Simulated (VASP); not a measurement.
# MoS2 (P1) in VASP: notebook

MoS2 is run at these levels: r2SCAN; tasks: single point.

Everything below comes from runs of VASP 6.6.1. Logs are shortened: lines on timing, memory, paths and dates and some standing lists are left out, and cuts for length are marked.

### 1 The cell of the first run

The typed cell holds 12 atoms: a = 6.463 Å, b = 6.463 Å, c = 5.966 Å, α = 90.00°, β = 90.00°, γ = 120.00°.

### 2 Single point, r2SCAN

File POSCAR:

```
MoS2
1.0
    6.4629290000      0.0000000000      0.0000000000
   -3.2314640000      5.5970600000      0.0000000000
    0.0000000000      0.0000000000      5.9657530000
Mo S
4 8
Direct
   -0.0027709996     -0.0020448235      0.0036236834
   -0.0032737001      0.4965740943     -0.0040043562
    0.4977614965     -0.0003944928      0.0020540576
    0.5061053306      0.5014039514      0.0032699979
    0.1729558458      0.3413091873      0.2514294507
    0.3282932173      0.1621939018      0.7417652055
    0.1603387801      0.8414669487      0.2514921419
    0.3428782249      0.6810082436      0.7410310149
    0.6702276482      0.3308072452      0.2606427051
    0.8308772513      0.1642390827      0.7312349338
    0.6671351833      0.8450452559      0.2633726204
    0.8321818911      0.6620777694      0.7365625094
```

File INCAR.step1:

```
PREC     = Accurate       # precision mode
ENCUT    = 520            # plane-wave cutoff, eV
ISMEAR   = -1             # smearing method
SIGMA    = 0.026          # smearing width, eV
LREAL    = F              # projectors in reciprocal space
LASPH    = T              # aspherical terms in the spheres
NELM     = 80             # most SCF steps
NBANDS   = 64             # bands
GGA      = PE             # functional
ALGO     = Normal         # electronic algorithm
EDIFF    = 1E-4           # SCF threshold, eV
LWAVE    = T              # write WAVECAR
LCHARG   = F              # write CHGCAR
```

File INCAR.step2:

```
PREC     = Accurate       # precision mode
ENCUT    = 520            # plane-wave cutoff, eV
EDIFF    = 1E-6           # SCF threshold, eV
ISMEAR   = -1             # smearing method
SIGMA    = 0.026          # smearing width, eV
LREAL    = F              # projectors in reciprocal space
LASPH    = T              # aspherical terms in the spheres
NELM     = 80             # most SCF steps
ALGO     = Normal         # electronic algorithm
ISIF     = 2              # what is computed and relaxed
LWAVE    = F              # write WAVECAR
LCHARG   = F              # write CHGCAR
METAGGA  = R2SCAN         # meta-GGA
LMIXTAU  = T            
NBANDS   = 64             # bands
ISTART   = 1
```

File KPOINTS:

```
regular mesh
0
Gamma
  3 3 2
```

Potentials or basis: VASP PAW PBE potentials, release 64 (Mo_sv, S).

Run with:

```console
$ cat potpaw_PBE.64/Mo_sv/POTCAR potpaw_PBE.64/S/POTCAR > POTCAR
$ cp INCAR.step1 INCAR
$ mpirun -np 1 vasp_std > vasp.out
$ cp INCAR.step2 INCAR
$ mpirun -np 1 vasp_std > vasp.out
```

OUTCAR:

```text
PREC = Accurate
   ENCUT = 520
   EDIFF = 1E-6
   ISMEAR = -1
   LREAL = F
   LASPH = T
   NELM = 80
   ISIF = 2
   METAGGA = R2SCAN
   ISTART = 1

 ion  position               nearest neighbor table
   1  0.997  0.998  0.004-   7 2.32  11 2.41   6 2.42   5 2.42  12 2.46  10 2.47   4 3.19   2 3.22
                             3 3.23   3 3.23   2 3.24   4 3.27
   2  0.997  0.497  0.996-   5 2.40  12 2.41   9 2.42  10 2.44   7 2.46   8 2.46   4 3.19   3 3.22
                             1 3.22   1 3.24   3 3.24   4 3.28
   3  0.498  1.000  0.002-   8 2.37  11 2.39   7 2.41   9 2.41   6 2.42  10 2.47   4 3.22   2 3.22
                             1 3.23   1 3.23   2 3.24   4 3.25
   4  0.506  0.501  0.003-   5 2.38  12 2.42   9 2.42   6 2.46  11 2.47   8 2.48   2 3.19   1 3.19
                             3 3.22   3 3.25   1 3.27   2 3.28
   5  0.173  0.341  0.251-   4 2.38   2 2.40   1 2.42
   6  0.328  0.162  0.742-   3 2.42   1 2.42   4 2.46
   7  0.160  0.841  0.251-   1 2.32   3 2.41   2 2.46
   8  0.343  0.681  0.741-   3 2.37   2 2.46   4 2.48
   9  0.670  0.331  0.261-   3 2.41   2 2.42   4 2.42
  10  0.831  0.164  0.731-   2 2.44   3 2.47   1 2.47
  11  0.667  0.845  0.263-   3 2.39   1 2.41   4 2.47
  12  0.832  0.662  0.737-   2 2.41   4 2.42   1 2.46

  LATTYP: Found a hexagonal cell.
 ALAT       =     6.4629290000
 C/A-ratio  =     0.9230726502

  Lattice vectors:

 A1 = (   6.4629290000,   0.0000000000,   0.0000000000)
 A2 = (  -3.2314640000,   5.5970600000,   0.0000000000)
 A3 = (   0.0000000000,   0.0000000000,   5.9657530000)

Analysis of symmetry for initial positions (statically):
=====================================================================
 Subroutine PRICEL returns:
 Original cell was already a primitive cell.

 Routine SETGRP: Setting up the symmetry group for a
 hexagonal supercell.

 Subroutine GETGRP returns: Found  1 space group operations
 (whereof  1 operations were pure point group operations)
 out of a pool of 24 trial point group operations.

The static configuration has the point symmetry C_1 .

Analysis of symmetry for dynamics (positions and initial velocities):
=====================================================================
 Subroutine PRICEL returns:
 Original cell was already a primitive cell.

 Routine SETGRP: Setting up the symmetry group for a
 hexagonal supercell.

 Subroutine GETGRP returns: Found  1 space group operations
 (whereof  1 operations were pure point group operations)
 out of a pool of 24 trial point group operations.

The dynamic configuration has the point symmetry C_1 .

 Subroutine INISYM returns: Found  1 space group operations
 (whereof  1 operations are pure point group operations),
 and found     1 'primitive' translations

----------------------------------------------------------------------------------------

                                     Primitive cell

  volume of cell :     215.8016

  direct lattice vectors                    reciprocal lattice vectors
     6.462929000  0.000000000  0.000000000     0.154728607  0.089332600  0.000000000
    -3.231464000  5.597060000  0.000000000     0.000000000  0.178665228  0.000000000
     0.000000000  0.000000000  5.965753000     0.000000000  0.000000000  0.167623433

  length of vectors
     6.462929000  6.462928147  5.965753000     0.178665204  0.178665228  0.167623433

  position of ions in fractional coordinates (direct lattice)
     0.997229000  0.997955176  0.003623683
     0.996726300  0.496574094  0.995995644
     0.497761496  0.999605507  0.002054058
     0.506105331  0.501403951  0.003269998
     0.172955846  0.341309187  0.251429451
     0.328293217  0.162193902  0.741765206
     0.160338780  0.841466949  0.251492142
     0.342878225  0.681008244  0.741031015
     0.670227648  0.330807245  0.260642705
     0.830877251  0.164239083  0.731234934
     0.667135183  0.845045256  0.263372620
     0.832181891  0.662077769  0.736562509

  ion indices of the primitive-cell ions
   primitive index   ion index
                 1           1
                 2           2
                 3           3
                 4           4
                 5           5
                 6           6
                 7           7
                 8           8
                 9           9
                10          10
                11          11
                12          12

----------------------------------------------------------------------------------------

 KPOINTS: regular mesh

Automatic generation of k-mesh.
 Grid dimensions read from file:
 generate k-points for:    3    3    2

 Generating k-lattice:

  Cartesian coordinates                     Fractional coordinates (reciprocal lattice)
     0.051576202  0.029777533  0.000000000     0.333333333  0.000000000  0.000000000
     0.000000000  0.059555076  0.000000000     0.000000000  0.333333333  0.000000000
     0.000000000  0.000000000  0.083811717     0.000000000  0.000000000  0.500000000

  Length of vectors
     0.059555068  0.059555076  0.083811717

  Shift w.r.t. Gamma in fractional coordinates (k-lattice)
     0.000000000  0.000000000  0.000000000

 Subroutine IBZKPT returns following result:
 ===========================================

 Found     10 irreducible k-points:

 Following reciprocal coordinates:
            Coordinates               Weight
  0.000000  0.000000  0.000000      1.000000
  0.333333  0.000000  0.000000      2.000000
  0.000000  0.333333  0.000000      2.000000
 -0.333333  0.333333  0.000000      2.000000
  0.333333  0.333333  0.000000      2.000000
  0.000000  0.000000  0.500000      1.000000
  0.333333  0.000000  0.500000      2.000000
  0.000000  0.333333  0.500000      2.000000
 -0.333333  0.333333  0.500000      2.000000
  0.333333  0.333333  0.500000      2.000000
   k-points           NKPTS =     10   k-points in BZ     NKDIM =     10   number of bands    NBANDS=     64
   number of dos      NEDOS =    301   number of ions     NIONS =     12
   total plane-waves  NPLWV = 110592
   dimension x,y,z NGX =    48 NGY =   48 NGZ =   48
   dimension x,y,z NGXF=    96 NGYF=   96 NGZF=   96
   ions per type =               4   8
   NGX,Y,Z   is equivalent  to a cutoff of  12.35, 12.35, 13.38 a.u.
   NGXF,Y,Z  is equivalent  to a cutoff of  24.69, 24.69, 26.75 a.u.
 SYSTEM =  unknown system
   PREC   = accura    normal or accurate (medium, high low for compatibility)
   ISTART =      1    job   : 0-new  1-cont  2-samecut
   ICHARG =      0    charge: 1-file 2-atom 10-const
   ISPIN  =      1    spin polarized calculation?
   LNONCOLLINEAR =      F non collinear calculations
   LSORBIT =      F    spin-orbit coupling
   LASPH  =      T    aspherical Exc in radial PAW
   ENCUT  =  520.0 eV  38.22 Ry    6.18 a.u.  12.02 12.02 11.09*2*pi/ulx,y,z
   NELM   =     80;   NELMIN=  2; NELMDL=  0     # of ELM steps
   EDIFF  = 0.1E-05   stopping-criterion for ELM
   LREAL  =      F    real-space projection
   EDIFFG = 0.1E-04   stopping-criterion for IOM
   NSW    =      0    number of steps for IOM
   IBRION =     -1    ionic relax: 0-MD 1-quasi-New 2-CG
   NFREE  =      0    steps in history (QN), initial steepest desc. (CG)
   ISIF   =      2    stress and relaxation
   ISYM   =      2    0-nonsym 1-usesym 2-fastsym
   POTIM  = 0.5000    time-step for ionic-motion
   TEBEG  =    0.0;   TEEND  =   0.0 temperature during run
   PSTRESS=    0.0 pullay stress
   NELECT =     104.0000    total number of electrons
   NUPDOWN=      -1.0000    fix difference up-down
   EMIN   =  10.00;   EMAX   =-10.00  energy-range for DOS
   EFERMI =   0.00;   METHOD = LEGACY
   ISMEAR =    -1;   SIGMA  =   0.03  broadening in eV -4-tet -1-fermi 0-gaus
   EFERMI_NEDOS =   21; number of points for ismear=-14 and -15
   IALGO  =     38    algorithm
   IMIX   =      4    mixing-type and parameters
     AMIX     =   0.40;   BMIX     =  1.00
     AMIX_MAG =   1.60;   BMIX_MAG =  1.00
  volume/ion in A,a.u.               =      17.98       121.36
  Fermi-wavevector in a.u.,A,eV,Ry     =   1.283515  2.425492 22.414397  1.647412
  Thomas-Fermi vector in A             =   2.415764
   LORBIT       =      0    0 simple, 1 ext, 2 COOP (PROOUT), +10 PAW based schemes
   METAGGA = R2SCAN    functional components
   LHFCALC =     F    Hartree Fock is set to
   AEXX    =    0.0000 exact exchange contribution
   IVDW    =     0    specifies the selected vdW correction
   LEPSILON=     F    determine dielectric tensor
   LRPA    =     F    only Hartree local field effects (RPA)
 non-spin polarized calculation
  energy-cutoff  :      520.00
  volume of cell :      215.80
 maximum number of plane-waves:      5856
   NGX = 25   NGY = 25   NGZ = 23

 number of electron     103.9999999 magnetization

 Free energy of the ion-electron system (eV)
  ---------------------------------------------------
  ext. energy  EPLUGINS =         0.00000000
  ---------------------------------------------------
  free energy    TOTEN  =      -176.53190604 eV

  energy without entropy =     -176.52477540  energy(sigma->0) =     -176.52834072

 E-fermi :   7.4978     XC(G=0): -11.5038

 val. band max:        7.2183536835   @ k =  -0.3333   0.3333   0.0000
 cond. band min:       7.5167339726   @ k =   0.3333   0.3333   0.5000
 fundamental gap:      0.2983802891
 Fermi energy:         7.4978013734

 k-point     1 :       0.0000    0.0000    0.0000
  band No.  band energies     occupation
      1     -56.2875      2.00000
      2     -56.2589      2.00000
      3     -56.2504      2.00000
      4     -56.2401      2.00000
      5     -29.9087      2.00000
      6     -29.8920      2.00000
[... 56 lines left out ...]
     63      11.3161      0.00000
     64      11.3847      0.00000

 k-point     2 :       0.3333    0.0000    0.0000
  band No.  band energies     occupation
      1     -56.2801      2.00000
      2     -56.2638      2.00000
      3     -56.2504      2.00000
      4     -56.2426      2.00000
      5     -29.8587      2.00000
      6     -29.8458      2.00000
[... 592 lines left out ...]
     63      10.0934      0.00000
     64      10.5786      0.00000

------------------------ aborting loop because EDIFF is reached ----------------------------------------

  FORCE on cell =-STRESS in cart. coord.  units (eV):
  Direction    XX          YY          ZZ          XY          YZ          ZX
  --------------------------------------------------------------------------------------
  -------------------------------------------------------------------------------------
  Total        0.9200595     -0.3455570      0.3955790     -0.3444979     -1.5240708      0.9298296
  in kB        6.8308052     -2.5655218      2.9369005     -2.5576586    -11.3151710      6.9033413
  external PRESSURE =       2.4007280 kB  Pullay stress =       0.0000000 kB

 VOLUME and BASIS-vectors are now :
 -----------------------------------------------------------------------------
  energy-cutoff  :      520.00
  volume of cell :      215.80
      direct lattice vectors                 reciprocal lattice vectors
     6.462929000  0.000000000  0.000000000     0.154728607  0.089332600  0.000000000
    -3.231464000  5.597060000  0.000000000     0.000000000  0.178665228  0.000000000
     0.000000000  0.000000000  5.965753000     0.000000000  0.000000000  0.167623433

 POSITION                                       TOTAL-FORCE (eV/Angst)
 -----------------------------------------------------------------------------------
      3.22016      5.58562      0.02162        -0.714629     -0.022025     -0.907090
      4.83711      2.77936      5.94186        -0.387927     -0.042868     -0.397659
     -0.01319      5.59485      0.01225         0.269024      0.623876     -0.496696
      1.65065      2.80639      0.01951         0.496070      0.287733     -0.421375
      0.01487      1.91033      1.49997        -0.133927     -0.190299      0.245117
      1.59761      0.90781      4.42519        -0.029492      0.482115      0.313783
     -1.68291      4.70974      1.50034         0.576020     -0.595967      0.516099
      0.01534      3.81164      4.42081        -0.028849     -0.844716      0.290992
      3.26264      1.85155      1.55493        -0.207175      0.417044     -0.122166
      4.83917      0.91926      4.36237         0.011202      0.222932      0.875495
      1.58091      4.72977      1.57122         0.242753     -0.595335     -0.243388
      3.23885      3.70569      4.39415        -0.093072      0.257511      0.346887
 -----------------------------------------------------------------------------------
    total drift:                                0.000131      0.000198     -0.000628

  FREE ENERGIE OF THE ION-ELECTRON SYSTEM (eV)
  ---------------------------------------------------
  free  energy   TOTEN  =      -176.5319060382 eV

  energy  without entropy=     -176.5247753993  energy(sigma->0) =     -176.52834072
```

Run time: 9.6 min. Hardware: 1 thread of Intel Xeon Platinum 8488C (Sapphire Rapids), shared host; peak memory 0.4 GiB.

Results:

```yaml
Free_energy: -176.5319 eV
Pressure: 0.2 GPa
Largest_force: 1.155 eV/Å
Band_gap_on_the_k_mesh: zero (bands 52 and 53 overlap by 0.92 eV)
```

Forces on the atoms (eV/Å):
```
Mo  -0.715 -0.022 -0.907
Mo  -0.388 -0.043 -0.398
Mo   0.269  0.624 -0.497
Mo   0.496  0.288 -0.421
S   -0.134 -0.190  0.245
S   -0.029  0.482  0.314
S    0.576 -0.596  0.516
S   -0.029 -0.845  0.291
S   -0.207  0.417 -0.122
S    0.011  0.223  0.875
S    0.243 -0.595 -0.243
S   -0.093  0.258  0.347
```

Levels at points of the mesh, in eV from the Fermi level:
```
           k point  band 49  band 50  band 51  band 52  band 53  band 54  band 55  band 56
(0.00, 0.00, 0.00)    -1.52    -1.07    -1.00    -0.95    -0.35    -0.32     0.99     1.01
(0.00, 0.00, 0.50)    -1.62    -1.02    -0.97    -0.50    -0.49     0.18     0.99     1.01
```

Caveat: the k points lie up to 0.53 Å⁻¹ apart, too coarse for converged energies and pressures of a metal; the atoms stand as in a frame of molecular dynamics; the PAW data sets were made with another functional, which shifts forces and pressure a little.

### 3 Single point, r2SCAN

File POSCAR:

```
MoS2
1.0
    6.4648210000      0.0000000000      0.0000000000
   -3.2324110000      5.5986990000      0.0000000000
    0.0000000000      0.0000000000      5.9675000000
Mo S
4 8
Direct
   -0.0041462704     -0.0028665588      0.0038676163
   -0.0055645465      0.4944498713     -0.0057179724
    0.4975603521      0.0003847322      0.0019232509
    0.5103492195      0.5027273300      0.0032794302
    0.1748883010      0.3461934639      0.2481705907
    0.3266552543      0.1613067607      0.7443068287
    0.1561297793      0.8429924524      0.2504531211
    0.3468809698      0.6859831186      0.7419664851
    0.6707900289      0.3300927590      0.2606583997
    0.8300324525      0.1633249082      0.7295069962
    0.6679774558      0.8496291728      0.2637843318
    0.8309413478      0.6598279350      0.7362203603
```

Edit INCAR.step1 of step 2 so:

```diff
@@ -6,3 +6,3 @@
 LASPH    = T              # aspherical terms in the spheres
-NELM     = 80             # most SCF steps
+NELM     = 100            # most SCF steps
 NBANDS   = 64             # bands
```

Edit INCAR.step2 of step 2 so:

```diff
@@ -2,3 +2,3 @@
 ENCUT    = 520            # plane-wave cutoff, eV
-EDIFF    = 1E-6           # SCF threshold, eV
+EDIFF    = 1E-7           # SCF threshold, eV
 ISMEAR   = -1             # smearing method
@@ -7,3 +7,3 @@
 LASPH    = T              # aspherical terms in the spheres
-NELM     = 80             # most SCF steps
+NELM     = 100            # most SCF steps
 ALGO     = Normal         # electronic algorithm
```

File KPOINTS:

```
Automatic mesh
0
Gamma
  3 3 2
```

Potentials or basis: VASP PAW PBE potentials, release 64 (Mo_sv, S).

Run with:

```console
$ cat potpaw_PBE.64/Mo_sv/POTCAR potpaw_PBE.64/S/POTCAR > POTCAR
$ cp INCAR.step1 INCAR
$ mpirun -np 1 vasp_std > vasp.out
$ cp INCAR.step2 INCAR
$ mpirun -np 1 vasp_std > vasp.out
```

Wall time 8.6 min (1 thread of Intel Xeon Platinum 8488C (Sapphire Rapids), shared host); peak memory 0.4 GiB.

The run converged. Its results:

```
Free energy            : -176.4528 eV
Pressure               : 0.7 GPa
Largest force          : 1.388 eV/Å
Band gap on the k mesh : zero (bands 52 and 53 overlap by 0.84 eV)
```

Forces in eV/Å, atoms in the order of the input:
```
Mo  -0.974 -0.049 -0.988
Mo  -0.612 -0.026 -0.401
Mo   0.341  0.809 -0.458
Mo   0.634  0.384 -0.354
S   -0.067 -0.350  0.323
S   -0.035  0.624  0.172
S    0.888 -0.711  0.595
S   -0.116 -1.145  0.243
S   -0.257  0.539 -0.032
S   -0.012  0.294  0.931
S    0.282 -0.789 -0.219
S   -0.072  0.419  0.188
```

Stress tensor (GPa, compression positive):
```
 1.24 -0.40  1.20
-0.40 -0.12 -1.56
 1.20 -1.56  0.85
```

Levels at points of the mesh, in eV from the Fermi level:
```
           k point  band 48  band 49  band 50  band 51  band 52  band 53  band 54  band 55  band 56  band 57
(0.00, 0.00, 0.00)    -1.56    -1.47    -1.05    -0.98    -0.92    -0.32    -0.27     1.01     1.04     1.06
(0.00, 0.00, 0.50)    -1.61    -1.57    -1.03    -0.95    -0.46    -0.44     0.22     1.01     1.04     1.06
```

Caveat: the k points lie up to 0.53 Å⁻¹ apart, too coarse for converged energies and pressures of a metal; the atoms stand as in a frame of molecular dynamics; the PAW data sets were made with another functional, which shifts forces and pressure a little.

The gap in the log of VASP goes by the Fermi energy; the results here count the filled bands.